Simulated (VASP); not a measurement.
# CdSe (NiAs type) (P6_3/mmc) in VASP: single point with PBE

Aim: the single point of CdSe (NiAs type) with PBE.

Everything below comes from runs of VASP 6.6.1. Logs are shortened: lines on timing, memory, paths and dates and some standing lists are left out, and cuts for length are marked.

### 1 The cell of the first run

The structure is hexagonal, space group P6_3/mmc (No. 194). The conventional cell has a = 3.955 Å, b = 3.955 Å, c = 6.571 Å, α = 90.00°, β = 90.00°, γ = 120.00°. Cd (site symmetry -3m) has 6 Se at 2.81 Å and 2 Cd at 3.29 Å within 3.7 Å. Se (site symmetry -6m2) has 6 Cd at 2.81 Å within 3.7 Å.

### 2 Single point, PBE

File INCAR:

```
PREC = Accurate
ENCUT = 520
EDIFF = 1E-6
ISMEAR = -1
SIGMA = 0.05
LREAL = False
LASPH = True
NELM = 60
ALGO = Normal
ISIF = 2
LWAVE = False
LCHARG = True
GGA = PE
LELF = True
LVHAR = True
NBANDS = 26
```

File KPOINTS:

```
Automatic mesh
0
Gamma
  10 10 6
```

File POSCAR:

```
CdSe
1.0
    3.9545216319      0.0000000000      0.0000000000
   -1.9772608159      3.4247161930      0.0000000000
    0.0000000000      0.0000000000      6.5710607941
Cd Se
2 2
Direct
    0.0000000000      0.0000000000      0.0000000000
    0.0000000000      0.0000000000      0.5000000000
    0.3333333333      0.6666666667      0.2500000000
    0.6666666667      0.3333333333      0.7500000000
```

Potentials or basis: VASP PAW PBE potentials, release 64 (Cd, Se).

Launch:

```sh
cat potpaw_PBE.64/Cd/POTCAR potpaw_PBE.64/Se/POTCAR > POTCAR
mpirun -np 1 vasp_std > vasp.out
```

OUTCAR:

```text
PREC = Accurate
   ENCUT = 520
   EDIFF = 1E-6
   ISMEAR = -1
   LREAL = False
   LASPH = True
   NELM = 60
   ISIF = 2
   GGA = PE

 ion  position               nearest neighbor table
   1  0.000  0.000  0.000-   3 2.81   4 2.81   3 2.81   4 2.81   4 2.81   3 2.81   2 3.29   2 3.29

   2  0.000  0.000  0.500-   3 2.81   4 2.81   3 2.81   4 2.81   4 2.81   3 2.81   1 3.29   1 3.29

   3  0.333  0.667  0.250-   1 2.81   2 2.81   1 2.81   2 2.81   1 2.81   2 2.81
   4  0.667  0.333  0.750-   1 2.81   2 2.81   1 2.81   2 2.81   1 2.81   2 2.81

  LATTYP: Found a hexagonal cell.
 ALAT       =     3.9545216319
 C/A-ratio  =     1.6616575671

  Lattice vectors:

 A1 = (   3.9545216319,   0.0000000000,   0.0000000000)
 A2 = (  -1.9772608159,   3.4247161930,   0.0000000000)
 A3 = (   0.0000000000,   0.0000000000,   6.5710607941)

Analysis of symmetry for initial positions (statically):
=====================================================================
 Subroutine PRICEL returns:
 Original cell was already a primitive cell.

 Routine SETGRP: Setting up the symmetry group for a
 hexagonal supercell.

 Subroutine GETGRP returns: Found 24 space group operations
 (whereof 12 operations were pure point group operations)
 out of a pool of 24 trial point group operations.

The static configuration has the point symmetry D_3d.
 The point group associated with its full space group is D_6h.

Analysis of symmetry for dynamics (positions and initial velocities):
=====================================================================
 Subroutine PRICEL returns:
 Original cell was already a primitive cell.

 Routine SETGRP: Setting up the symmetry group for a
 hexagonal supercell.

 Subroutine GETGRP returns: Found 24 space group operations
 (whereof 12 operations were pure point group operations)
 out of a pool of 24 trial point group operations.

The dynamic configuration has the point symmetry D_3d.
 The point group associated with its full space group is D_6h.

 Subroutine INISYM returns: Found 24 space group operations
 (whereof 12 operations are pure point group operations),
 and found     1 'primitive' translations

----------------------------------------------------------------------------------------

                                     Primitive cell

  volume of cell :      88.9926

  direct lattice vectors                    reciprocal lattice vectors
     3.954521632  0.000000000  0.000000000     0.252875087  0.145997499  0.000000000
    -1.977260816  3.424716193  0.000000000     0.000000000  0.291994999  0.000000000
     0.000000000  0.000000000  6.571060794     0.000000000  0.000000000  0.152182430

  length of vectors
     3.954521632  3.954521632  6.571060794     0.291994999  0.291994999  0.152182430

  position of ions in fractional coordinates (direct lattice)
     0.000000000  0.000000000  0.000000000
     0.000000000  0.000000000  0.500000000
     0.333333333  0.666666667  0.250000000
     0.666666667  0.333333333  0.750000000

  ion indices of the primitive-cell ions
   primitive index   ion index
                 1           1
                 2           2
                 3           3
                 4           4

----------------------------------------------------------------------------------------

 KPOINTS: Automatic mesh

Automatic generation of k-mesh.
 Grid dimensions read from file:
 generate k-points for:   10   10    6

 Generating k-lattice:

  Cartesian coordinates                     Fractional coordinates (reciprocal lattice)
     0.025287509  0.014599750  0.000000000     0.100000000  0.000000000  0.000000000
     0.000000000  0.029199500  0.000000000     0.000000000  0.100000000  0.000000000
     0.000000000  0.000000000  0.025363738     0.000000000  0.000000000  0.166666667

  Length of vectors
     0.029199500  0.029199500  0.025363738

  Shift w.r.t. Gamma in fractional coordinates (k-lattice)
     0.000000000  0.000000000  0.000000000

 Subroutine IBZKPT returns following result:
 ===========================================

 Found     56 irreducible k-points:

 Following reciprocal coordinates:
            Coordinates               Weight
  0.000000  0.000000  0.000000      1.000000
  0.100000 -0.000000  0.000000      6.000000
  0.200000 -0.000000  0.000000      6.000000
  0.300000  0.000000  0.000000      6.000000
  0.400000 -0.000000  0.000000      6.000000
  0.500000 -0.000000  0.000000      3.000000
[... 16 lines left out ...]
  0.300000  0.100000  0.166667     24.000000
  0.400000  0.100000  0.166667     24.000000
 [... further k-points ...]
   k-points           NKPTS =     56   k-points in BZ     NKDIM =     56   number of bands    NBANDS=     26
   number of dos      NEDOS =    301   number of ions     NIONS =      4
   total plane-waves  NPLWV =  45000
   dimension x,y,z NGX =    30 NGY =   30 NGZ =   50
   dimension x,y,z NGXF=    60 NGYF=   60 NGZF=  100
   ions per type =               2   2
   NGX,Y,Z   is equivalent  to a cutoff of  12.61, 12.61, 12.65 a.u.
   NGXF,Y,Z  is equivalent  to a cutoff of  25.22, 25.22, 25.30 a.u.
 SYSTEM =  unknown system
   PREC   = accura    normal or accurate (medium, high low for compatibility)
   ISTART =      0    job   : 0-new  1-cont  2-samecut
   ICHARG =      2    charge: 1-file 2-atom 10-const
   ISPIN  =      1    spin polarized calculation?
   LNONCOLLINEAR =      F non collinear calculations
   LSORBIT =      F    spin-orbit coupling
   LASPH  =      T    aspherical Exc in radial PAW
   ENCUT  =  520.0 eV  38.22 Ry    6.18 a.u.   7.35  7.35 12.22*2*pi/ulx,y,z
   NELM   =     60;   NELMIN=  2; NELMDL= -5     # of ELM steps
   EDIFF  = 0.1E-05   stopping-criterion for ELM
   LREAL  =      F    real-space projection
   EDIFFG = 0.1E-04   stopping-criterion for IOM
   NSW    =      0    number of steps for IOM
   IBRION =     -1    ionic relax: 0-MD 1-quasi-New 2-CG
   NFREE  =      0    steps in history (QN), initial steepest desc. (CG)
   ISIF   =      2    stress and relaxation
   ISYM   =      2    0-nonsym 1-usesym 2-fastsym
   POTIM  = 0.5000    time-step for ionic-motion
   TEBEG  =    0.0;   TEEND  =   0.0 temperature during run
   PSTRESS=    0.0 pullay stress
   NELECT =      36.0000    total number of electrons
   NUPDOWN=      -1.0000    fix difference up-down
   EMIN   =  10.00;   EMAX   =-10.00  energy-range for DOS
   EFERMI =   0.00;   METHOD = LEGACY
   ISMEAR =    -1;   SIGMA  =   0.05  broadening in eV -4-tet -1-fermi 0-gaus
   EFERMI_NEDOS =   21; number of points for ismear=-14 and -15
   IALGO  =     38    algorithm
   IMIX   =      4    mixing-type and parameters
     AMIX     =   0.40;   BMIX     =  1.00
     AMIX_MAG =   1.60;   BMIX_MAG =  1.00
  volume/ion in A,a.u.               =      22.25       150.14
  Fermi-wavevector in a.u.,A,eV,Ry     =   1.210759  2.288002 19.945284  1.465937
  Thomas-Fermi vector in A             =   2.346296
   LORBIT       =      0    0 simple, 1 ext, 2 COOP (PROOUT), +10 PAW based schemes
   GGA     = PE    functional components
   LHFCALC =     F    Hartree Fock is set to
   AEXX    =    0.0000 exact exchange contribution
   IVDW    =     0    specifies the selected vdW correction
   LEPSILON=     F    determine dielectric tensor
   LRPA    =     F    only Hartree local field effects (RPA)
 non-spin polarized calculation
  energy-cutoff  :      520.00
  volume of cell :       88.99
 maximum number of plane-waves:      2429
 NGX is ok and might be reduce to    30
   NGX = 15   NGY = 15   NGZ = 25

 number of electron      35.9999992 magnetization

 Free energy of the ion-electron system (eV)
  ---------------------------------------------------
  ext. energy  EPLUGINS =         0.00000000
  ---------------------------------------------------
  free energy    TOTEN  =       -10.18877840 eV

  energy without entropy =      -10.18784714  energy(sigma->0) =      -10.18831277

 E-fermi :   3.0579     XC(G=0): -10.2898

 val. band max:        2.9834483685   @ k =   0.0000   0.0000   0.0000
 cond. band min:       3.2628922649   @ k =   0.3000   0.3000   0.0000
 fundamental gap:      0.2794438964
 Fermi energy:         3.0579255291

 k-point     1 :       0.0000    0.0000    0.0000
  band No.  band energies     occupation
      1     -10.4549      2.00000
      2      -9.4228      2.00000
      3      -5.5691      2.00000
      4      -5.5454      2.00000
      5      -5.5454      2.00000
      6      -5.2288      2.00000
[... 18 lines left out ...]
     25      11.0104      0.00000
     26      11.1114      0.00000

 k-point     2 :       0.1000   -0.0000    0.0000
  band No.  band energies     occupation
      1     -10.3809      2.00000
      2      -9.4254      2.00000
      3      -5.5652      2.00000
      4      -5.5400      2.00000
      5      -5.4704      2.00000
      6      -5.2447      2.00000
[... 18 lines left out ...]
     25      10.9776      0.00000
     26      11.2405      0.00000

 k-point     3 :       0.2000   -0.0000    0.0000
  band No.  band energies     occupation
      1     -10.1750      2.00000
      2      -9.4311      2.00000
      3      -5.5590      2.00000
      4      -5.5350      2.00000
      5      -5.3107      2.00000
      6      -5.2850      2.00000
[... 18 lines left out ...]
     25      10.3174      0.00000
     26      10.6669      0.00000

 k-point     4 :       0.3000    0.0000    0.0000
  band No.  band energies     occupation
      1      -9.8918      2.00000
      2      -9.4325      2.00000
      3      -5.5637      2.00000
      4      -5.5441      2.00000
      5      -5.3932      2.00000
      6      -5.3351      2.00000
[... 18 lines left out ...]
     25      10.3012      0.00000
     26      11.6174      0.00000

 k-point     5 :       0.4000   -0.0000    0.0000
  band No.  band energies     occupation
      1      -9.6482      2.00000
      2      -9.4099      2.00000
      3      -5.5934      2.00000
      4      -5.5597      2.00000
      5      -5.4595      2.00000
      6      -5.3936      2.00000
[... 18 lines left out ...]
     25      10.9773      0.00000
     26      12.9203      0.00000

 k-point     6 :       0.5000   -0.0000    0.0000
  band No.  band energies     occupation
      1      -9.5718      2.00000
      2      -9.3721      2.00000
      3      -5.6196      2.00000
      4      -5.5670      2.00000
      5      -5.4846      2.00000
      6      -5.4158      2.00000
[... 427 lines left out ...]
 k-point    21 :       0.1000    0.1000    0.1667
  band No.  band energies     occupation
      1     -10.1936      2.00000
      2      -9.4930      2.00000
      3      -5.5346      2.00000
      4      -5.4956      2.00000
      5      -5.3607      2.00000
      6      -5.2909      2.00000
[... 18 lines left out ...]
     25      10.5115      0.00000
     26      10.9693      0.00000

 k-point    22 :       0.2000    0.1000    0.1667
  band No.  band energies     occupation
      1      -9.9581      2.00000
      2      -9.4736      2.00000
      3      -5.5445      2.00000
      4      -5.4797      2.00000
      5      -5.3511      2.00000
      6      -5.2884      2.00000
[... 18 lines left out ...]
     25      10.4810      0.00000
     26      11.3298      0.00000

 k-point    23 :       0.3000    0.1000    0.1667
  band No.  band energies     occupation
      1      -9.6994      2.00000
      2      -9.4472      2.00000
      3      -5.5571      2.00000
      4      -5.4912      2.00000
      5      -5.3983      2.00000
      6      -5.3289      2.00000
[... 18 lines left out ...]
     25      10.6293      0.00000
     26      11.9354      0.00000

 k-point    24 :       0.4000    0.1000    0.1667
  band No.  band energies     occupation
      1      -9.5493      2.00000
      2      -9.4007      2.00000
      3      -5.5613      2.00000
      4      -5.5209      2.00000
      5      -5.4044      2.00000
      6      -5.3749      2.00000
[... 18 lines left out ...]
     25      11.3907      0.00000
     26      12.3478      0.00000

 [... further k-points ...]
[... 5 lines left out ...]
  --------------------------------------------------------------------------------------
  -------------------------------------------------------------------------------------
  Total        3.1418047      3.1418047      3.1373846      0.0000000     -0.0000000      0.0000000
  in kB       56.5634299     56.5634299     56.4838535      0.0000000     -0.0000000      0.0000000
  external PRESSURE =      56.5369044 kB  Pullay stress =       0.0000000 kB

 VOLUME and BASIS-vectors are now :
 -----------------------------------------------------------------------------
  energy-cutoff  :      520.00
  volume of cell :       88.99
      direct lattice vectors                 reciprocal lattice vectors
     3.954521632  0.000000000  0.000000000     0.252875087  0.145997499  0.000000000
    -1.977260816  3.424716193  0.000000000     0.000000000  0.291994999  0.000000000
     0.000000000  0.000000000  6.571060794     0.000000000  0.000000000  0.152182430

 POSITION                                       TOTAL-FORCE (eV/Angst)
 -----------------------------------------------------------------------------------
      0.00000      0.00000      0.00000         0.000000      0.000000      0.000000
      0.00000      0.00000      3.28553         0.000000      0.000000      0.000000
     -0.00000      2.28314      1.64277        -0.000000      0.000000      0.000000
      1.97726      1.14157      4.92830         0.000000      0.000000     -0.000000
 -----------------------------------------------------------------------------------
    total drift:                               -0.000000      0.000000      0.000000

  FREE ENERGIE OF THE ION-ELECTRON SYSTEM (eV)
  ---------------------------------------------------
  free  energy   TOTEN  =       -10.1887783982 eV

  energy  without entropy=      -10.1878471439  energy(sigma->0) =      -10.18831277
```

It took 48 s on 1 thread of Intel Xeon 6975P-C (Granite Rapids), shared host; peak memory 0.27 GiB.

Results:

| Property | Result |
| --- | --- |
| Free energy | -10.1888 eV |
| Pressure | 5.7 GPa |
